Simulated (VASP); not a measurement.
Write the native input for VASP 6.6.1 that does the following.

```yaml
Task: single point
Functional: PBE
Potentials_or_basis: VASP PAW PBE potentials, release 64 (B, N)
Cutoff: 520 eV
k_mesh: 6 × 6 × 6
Occupations: gaussian, width 0.01 eV
Spin: no spin polarisation
Dipole_correction: no
Further_INCAR_settings: ALGO = Normal; EDIFF = 1e-07; NBANDS = 11
```

The structure of BN lies in POSCAR:

```
BN
1.0
    0.0000000000      1.7506807011      1.8276884058
    1.7506807011      0.0000000000      1.8276884058
    1.7506807011      1.7506807011      0.0000000000
B N
1 1
Direct
    0.0000000000      0.0000000000      0.0000000000
    0.2500000000      0.2500000000      0.2500000000
```

This cell differs from its parent crystal: epitaxial xy strain -3.0%.

One way to write it, as run:

INCAR

```
  ALGO = Normal
  EDIFF = 1E-7
  ENCUT = 520
  GGA = PE
  ISIF = 2
  ISMEAR = 0
  LASPH = T
  LCHARG = F
  LREAL = F
  LWAVE = F
  NBANDS = 11
  NELM = 60
  PREC = Accurate
  SIGMA = 0.01
```

KPOINTS

```
k-points
0
Gamma
  6 6 6
```

Potentials or basis: VASP PAW PBE potentials, release 64 (B, N).

Launch:

```console
$ cat potpaw_PBE.64/B/POTCAR potpaw_PBE.64/N/POTCAR > POTCAR
$ mpirun -np 1 vasp_std > vasp.out
```

Results of the run:

```yaml
Pressure: 25.7 GPa
Band_gap_on_the_k_mesh: 4.10 eV, indirect (least direct gap 8.83 eV)
```

Caveat: the k points lie up to 0.51 Å⁻¹ apart; the cell differs from its parent crystal (epitaxial xy strain -3.0%).

It took 3.1 s on 1 thread of Intel(R) Xeon(R) Platinum 8488C (Sapphire Rapids), on a shared host, peak memory 0.11 GiB.
